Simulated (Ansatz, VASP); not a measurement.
KI in VASP and in Ansatz

```
CELL_PARAMETERS angstrom
0.00000 3.58733 3.58733
3.58733 0.00000 3.58733
3.58733 3.58733 0.00000
ATOMIC_POSITIONS crystal
K 0.91108 0.91108 0.08892
I 0.52740 0.52740 0.47260
```

Change from the starting cell: mode 6 frozen in at -0.638 Å, equal normal strain along x and y +0.0000.

Alike in both runs: task single point; functional PBE; k mesh 6 × 6 × 6; occupations gaussian, width 0.05 eV; no spin polarisation.

|  | VASP | Ansatz |
| --- | --- | --- |
| version | VASP 6.6.1 | Ansatz 0.2.0 |
| potentials or method | VASP PAW PBE potentials, release 64 (K_sv, I), cutoff 520 eV | scalar-relativistic, plane waves, PAW |
| valence electrons in the cell | 16 | 26 |

```csv
,VASP,Ansatz,Ansatz less VASP
gap on the k mesh at the Fermi level (eV),3.88,3.89,+0.007
least direct gap on the mesh (eV),3.88,3.89,+0.007
pressure (GPa),3.7,3.6,-0.06
"traceless stress, the component that is largest in VASP (GPa)",8.00,7.92,-0.081
rms of the force components (eV/Å),1.500,1.484,-0.0153
```

Atom by atom the forces differ by 0.015 eV/Å (rms over components). With one functional, cell and mesh, what is left measures potentials, basis and numerics. VASP's potentials hold 16 valence electrons a cell and Ansatz's 26, so a difference there can come from the potentials and not from the codes.

Neither program's run includes spin-orbit coupling.
